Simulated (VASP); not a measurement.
The system is Ni.

```
CELL_PARAMETERS angstrom
0.00000 1.73757 1.73757
1.73757 0.00000 1.73757
1.73757 1.73757 0.00000
ATOMIC_POSITIONS crystal
Ni 0.00000 0.00000 0.00000
```

| Property | Result |
| --- | --- |
| Program | VASP 6.6.1 |
| Task | relaxation of cell and atoms |
| Functional | PBE |
| Potentials or basis | VASP PAW PBE potentials, release 64 (Ni) |
| Cutoff | 600 eV |
| k mesh | 13 × 13 × 13 |
| Occupations | fermi-dirac, width 0.05 eV |
| Spin | collinear spin, ferromagnetic start |
| Starting moments | [1.0] μB |

At the start: pressure 7.9 GPa; volume 10.49 Å³/atom.

Problem. How do energy, volume and symmetry change on relaxing?

Solution. Over 3 steps the energy falls by 9.1 meV/atom and the volume is 10.88 Å³/atom (+3.7 %); space group Fm-3m (No. 225, to 0.1 Å) before and after; moment 0.63 μB per cell.

The path:
| step | energy change (eV) | largest force (eV/Å) | pressure (GPa) | volume (Å³) |
| --- | --- | --- | --- | --- |
| 1 | 0.0000 | 0.0000 | 7.86 | 10.49 |
| 2 | -0.0002 | 0.0000 | -6.68 | 11.29 |
| 3 | -0.0091 | 0.0000 | -0.01 | 10.88 |

Final structure:
```xyz
1
Lattice="0.0000 1.7588 1.7588 1.7588 0.0000 1.7588 1.7588 1.7588 0.0000" Properties=species:S:1:pos:R:3 pbc="T T T"
Ni    0.0000    0.0000    0.0000
```
